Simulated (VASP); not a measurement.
# Co (P6_3/mmc) in VASP: single point with PBE

Aim: the single point of Co with PBE.

Program: VASP 6.6.1. These are calculated values, not measurements. Logs are shortened: lines on timing, memory, paths and dates and some standing lists are left out, and cuts for length are marked.

## (1) The cell of the first run

Symmetry: P6_3/mmc, No. 194, hexagonal system. Conventional cell: a = 2.507 Å, b = 2.507 Å, c = 4.070 Å, α = 90.00°, β = 90.00°, γ = 120.00°. Within 3.3 Å of Co (site symmetry -6m2) lie 12 Co at 2.50 to 2.51 Å.

## (2) Single point, PBE, collinear spin, ferromagnetic start

File INCAR:

```
PREC     = Accurate       # precision mode
ENCUT    = 600            # plane-wave cutoff, eV
EDIFF    = 1E-6           # SCF threshold, eV
ISMEAR   = -1             # smearing method
SIGMA    = 0.1            # smearing width, eV
LREAL    = F              # projectors in reciprocal space
LASPH    = T              # aspherical terms in the spheres
NELM     = 200            # most SCF steps
ALGO     = Normal         # electronic algorithm
ISIF     = 2              # what is computed and relaxed
LWAVE    = F              # write WAVECAR
LCHARG   = F              # write CHGCAR
ISPIN    = 2              # spin polarisation
MAGMOM   = 1.8 1.8        # initial moments
LORBIT   = 11             # projections on sites
LMAXMIX  = 4              # l up to which the mixer works
GGA      = PE             # functional
NBANDS   = 20             # bands
ISYM     = 0            
GGA_COMPAT= F
```

File KPOINTS:

```
Automatic mesh
0
Gamma
  12 12 7
  0.5 0.5 0.5
```

File POSCAR:

```
Co
1.0
    2.5074000000      0.0000000000      0.0000000000
   -1.2537000000      2.1714720974      0.0000000000
    0.0000000000      0.0000000000      4.0699000000
Co
2
Direct
    0.3333333333      0.6666666667      0.2500000000
    0.6666666667      0.3333333333      0.7500000000
```

Potentials or basis: VASP PAW PBE potentials, release 64 (Co).

On the command line:

```sh
> cat potpaw_PBE.64/Co/POTCAR > POTCAR
> mpirun -np 1 vasp_std > vasp.out
```

OUTCAR:

```text
PREC = Accurate
   ENCUT = 600
   EDIFF = 1E-6
   ISMEAR = -1
   LREAL = F
   LASPH = T
   NELM = 200
   ISIF = 2
   ISPIN = 2
   LORBIT = 11
   GGA = PE
   ISYM = 0

 ion  position               nearest neighbor table
   1  0.333  0.667  0.250-   2 2.50   2 2.50   2 2.50   2 2.50   2 2.50   2 2.50
   2  0.667  0.333  0.750-   1 2.50   1 2.50   1 2.50   1 2.50   1 2.50   1 2.50

IMPORTANT INFORMATION: All symmetrisations will be switched off!
NOSYMM: (Re-)initialisation of all symmetry stuff for point group C_1.

----------------------------------------------------------------------------------------

                                     Primitive cell

  volume of cell :      22.1596

  direct lattice vectors                    reciprocal lattice vectors
     2.507400000  0.000000000  0.000000000     0.398819494  0.230258542  0.000000000
    -1.253700000  2.171472097  0.000000000     0.000000000  0.460517085  0.000000000
     0.000000000  0.000000000  4.069900000     0.000000000  0.000000000  0.245706283

  length of vectors
     2.507400000  2.507400000  4.069900000     0.460517085  0.460517085  0.245706283

  position of ions in fractional coordinates (direct lattice)
     0.333333333  0.666666667  0.250000000
     0.666666667  0.333333333  0.750000000

  ion indices of the primitive-cell ions
   primitive index   ion index
                 1           1
                 2           2

----------------------------------------------------------------------------------------

 KPOINTS: Automatic mesh

Automatic generation of k-mesh.
 Grid dimensions read from file:
 generate k-points for:   12   12    7

 Generating k-lattice:

  Cartesian coordinates                     Fractional coordinates (reciprocal lattice)
     0.033234958  0.019188212  0.000000000     0.083333333  0.000000000  0.000000000
     0.000000000  0.038376424  0.000000000     0.000000000  0.083333333  0.000000000
     0.000000000  0.000000000  0.035100898     0.000000000  0.000000000  0.142857143

  Length of vectors
     0.038376424  0.038376424  0.035100898

  Shift w.r.t. Gamma in fractional coordinates (k-lattice)
     0.500000000  0.500000000  0.500000000

 Subroutine IBZKPT returns following result:
 ===========================================

 Found   1512 irreducible k-points:

 Following reciprocal coordinates:
            Coordinates               Weight
  0.041667  0.041667  0.071429      2.000000
 -0.041667  0.083333  0.071429      2.000000
 -0.083333  0.041667  0.071429      2.000000
 -0.041667 -0.041667  0.071429      2.000000
  0.041667 -0.083333  0.071429      2.000000
  0.083333 -0.041667  0.071429      2.000000
[... 16 lines left out ...]
  0.041667 -0.250000  0.071429      2.000000
  0.250000 -0.208333  0.071429      2.000000
 [... further k-points ...]
   k-points           NKPTS =   1512   k-points in BZ     NKDIM =   1512   number of bands    NBANDS=     20
   number of dos      NEDOS =    301   number of ions     NIONS =      2
   total plane-waves  NPLWV =  14400
   dimension x,y,z NGX =    20 NGY =   20 NGZ =   36
   dimension x,y,z NGXF=    40 NGYF=   40 NGZF=   72
   ions per type =               2
   NGX,Y,Z   is equivalent  to a cutoff of  13.26, 13.26, 14.71 a.u.
   NGXF,Y,Z  is equivalent  to a cutoff of  26.52, 26.52, 29.41 a.u.
 SYSTEM =  unknown system
   PREC   = accura    normal or accurate (medium, high low for compatibility)
   ISTART =      0    job   : 0-new  1-cont  2-samecut
   ICHARG =      2    charge: 1-file 2-atom 10-const
   ISPIN  =      2    spin polarized calculation?
   LNONCOLLINEAR =      F non collinear calculations
   LSORBIT =      F    spin-orbit coupling
   LASPH  =      T    aspherical Exc in radial PAW
   ENCUT  =  600.0 eV  44.10 Ry    6.64 a.u.   5.01  5.01  8.13*2*pi/ulx,y,z
   NELM   =    200;   NELMIN=  2; NELMDL= -5     # of ELM steps
   EDIFF  = 0.1E-05   stopping-criterion for ELM
   LREAL  =      F    real-space projection
   EDIFFG = 0.1E-04   stopping-criterion for IOM
   NSW    =      0    number of steps for IOM
   IBRION =     -1    ionic relax: 0-MD 1-quasi-New 2-CG
   NFREE  =      0    steps in history (QN), initial steepest desc. (CG)
   ISIF   =      2    stress and relaxation
   ISYM   =      0    0-nonsym 1-usesym 2-fastsym
   POTIM  = 0.5000    time-step for ionic-motion
   TEBEG  =    0.0;   TEEND  =   0.0 temperature during run
   PSTRESS=    0.0 pullay stress
   NELECT =      18.0000    total number of electrons
   NUPDOWN=      -1.0000    fix difference up-down
   EMIN   =  10.00;   EMAX   =-10.00  energy-range for DOS
   EFERMI =   0.00;   METHOD = LEGACY
   ISMEAR =    -1;   SIGMA  =   0.10  broadening in eV -4-tet -1-fermi 0-gaus
   EFERMI_NEDOS =   21; number of points for ismear=-14 and -15
   IALGO  =     38    algorithm
   IMIX   =      4    mixing-type and parameters
     AMIX     =   0.40;   BMIX     =  1.00
     AMIX_MAG =   1.60;   BMIX_MAG =  1.00
  volume/ion in A,a.u.               =      11.08        74.77
  Fermi-wavevector in a.u.,A,eV,Ry     =   1.527490  2.886538 31.745475  2.333227
  Thomas-Fermi vector in A             =   2.635379
   LORBIT       =     11    0 simple, 1 ext, 2 COOP (PROOUT), +10 PAW based schemes
   GGA     = PE    functional components
   LHFCALC =     F    Hartree Fock is set to
   AEXX    =    0.0000 exact exchange contribution
   IVDW    =     0    specifies the selected vdW correction
   LEPSILON=     F    determine dielectric tensor
   LRPA    =     F    only Hartree local field effects (RPA)
 spin polarized calculation
  energy-cutoff  :      600.00
  volume of cell :       22.16
 maximum number of plane-waves:       768
   NGX =  9   NGY =  9   NGZ = 17

 number of electron      17.9999999 magnetization       3.2192184

 Free energy of the ion-electron system (eV)
  ---------------------------------------------------
  ext. energy  EPLUGINS =         0.00000000
  ---------------------------------------------------
  free energy    TOTEN  =       -14.09397393 eV

  energy without entropy =      -14.03269192  energy(sigma->0) =      -14.06333292

 E-fermi :   9.9675     XC(G=0): -13.2805

 val. band max:        9.9594580448   @ k =  -0.3750   0.4167   0.5000
 cond. band min:       9.9736700043   @ k =  -0.2917   0.2083   0.2143
 fundamental gap:      0.0142119595
 Fermi energy:         9.9674857811

 spin component 1

 k-point     1 :       0.0417    0.0417    0.0714
  band No.  band energies     occupation
      1       1.4098      1.00000
      2       5.0345      1.00000
      3       7.2076      1.00000
      4       7.4751      1.00000
      5       7.5132      1.00000
      6       7.6394      1.00000
[... 12 lines left out ...]
     19      37.1527      0.00000
     20      38.0077      0.00000

 k-point     2 :      -0.0417    0.0833    0.0714
  band No.  band energies     occupation
      1       1.4098      1.00000
      2       5.0345      1.00000
      3       7.2076      1.00000
      4       7.4751      1.00000
      5       7.5132      1.00000
      6       7.6394      1.00000
[... 12 lines left out ...]
     19      37.1527      0.00000
     20      38.0077      0.00000
[... 465 lines left out ...]
      3       6.6196      1.00000
      4       6.7655      1.00000
      5       7.3805      1.00000
      6       7.6240      1.00000
[... 12 lines left out ...]
     19      34.6574      0.00000
     20      37.0777      0.00000

 k-point    24 :       0.2500   -0.2083    0.0714
  band No.  band energies     occupation
      1       2.9617      1.00000
      2       5.7051      1.00000
      3       6.6196      1.00000
      4       6.7655      1.00000
      5       7.3805      1.00000
      6       7.6240      1.00000
[... 12 lines left out ...]
     19      34.6574      0.00000
     20      37.0777      0.00000

 [... further k-points ...]

 Fermi energy:         9.9674857811

 spin component 2

 k-point     1 :       0.0417    0.0417    0.0714
  band No.  band energies     occupation
      1       1.3968      1.00000
      2       5.9562      1.00000
      3       8.8021      0.99999
      4       9.1122      0.99981
      5       9.1314      0.99977
      6       9.1604      0.99969
[... 12 lines left out ...]
     19      37.1854      0.00000
     20      38.2311      0.00000

 k-point     2 :      -0.0417    0.0833    0.0714
  band No.  band energies     occupation
      1       1.3968      1.00000
      2       5.9562      1.00000
      3       8.8021      0.99999
      4       9.1122      0.99981
      5       9.1314      0.99977
      6       9.1604      0.99969
[... 12 lines left out ...]
     19      37.1854      0.00000
     20      38.2309      0.00000
[... 465 lines left out ...]
      3       7.7402      1.00000
      4       8.1787      1.00000
      5       8.9649      0.99996
      6       9.2883      0.99888
[... 12 lines left out ...]
     19      35.0636      0.00000
     20      37.3027      0.00000

 k-point    24 :       0.2500   -0.2083    0.0714
  band No.  band energies     occupation
      1       2.9802      1.00000
      2       6.7998      1.00000
      3       7.7402      1.00000
      4       8.1787      1.00000
      5       8.9649      0.99996
      6       9.2883      0.99888
[... 12 lines left out ...]
     19      35.0636      0.00000
     20      37.3027      0.00000

 [... further k-points ...]

------------------------ aborting loop because EDIFF is reached ----------------------------------------

  FORCE on cell =-STRESS in cart. coord.  units (eV):
  Direction    XX          YY          ZZ          XY          YZ          ZX
  --------------------------------------------------------------------------------------
  -------------------------------------------------------------------------------------
  Total       -0.6206993     -0.6207106     -0.7135326     -0.0000102      0.0000001     -0.0000001
  in kB      -44.8776644    -44.8784759    -51.5896739     -0.0007368      0.0000052     -0.0000108
  external PRESSURE =     -47.1152714 kB  Pullay stress =       0.0000000 kB

 VOLUME and BASIS-vectors are now :
 -----------------------------------------------------------------------------
  energy-cutoff  :      600.00
  volume of cell :       22.16
      direct lattice vectors                 reciprocal lattice vectors
     2.507400000  0.000000000  0.000000000     0.398819494  0.230258542  0.000000000
    -1.253700000  2.171472097  0.000000000     0.000000000  0.460517085  0.000000000
     0.000000000  0.000000000  4.069900000     0.000000000  0.000000000  0.245706283

 POSITION                                       TOTAL-FORCE (eV/Angst)
 -----------------------------------------------------------------------------------
     -0.00000      1.44765      1.01747         0.000000     -0.000000      0.000000
      1.25370      0.72382      3.05242        -0.000000      0.000000     -0.000000
 -----------------------------------------------------------------------------------
    total drift:                                0.000001      0.000001      0.000001

  FREE ENERGIE OF THE ION-ELECTRON SYSTEM (eV)
  ---------------------------------------------------
  free  energy   TOTEN  =       -14.0939739298 eV

  energy  without entropy=      -14.0326919184  energy(sigma->0) =      -14.06333292

 total charge

# of ion       s       p       d       tot
------------------------------------------
    1        0.480   0.503   7.251   8.233
    2        0.480   0.503   7.251   8.233
--------------------------------------------------
tot          0.959   1.005  14.501  16.466

 magnetization (x)

# of ion       s       p       d       tot
------------------------------------------
    1       -0.015  -0.054   1.704   1.635
    2       -0.015  -0.054   1.704   1.635
--------------------------------------------------
tot         -0.030  -0.109   3.408   3.269
```

Run time: 12 min. Hardware: 1 thread of Intel Xeon 6975P-C (Granite Rapids), shared host; peak memory 1.1 GiB.

Results:

- Free energy: -14.0940 eV
- Pressure: -4.7 GPa
- Net moment: 3.22 μB per cell
- Site moments: Co +1.64 μB
- Valence electrons inside the program's atomic spheres: Co 8.23

Caveat: the cell stands under tension.
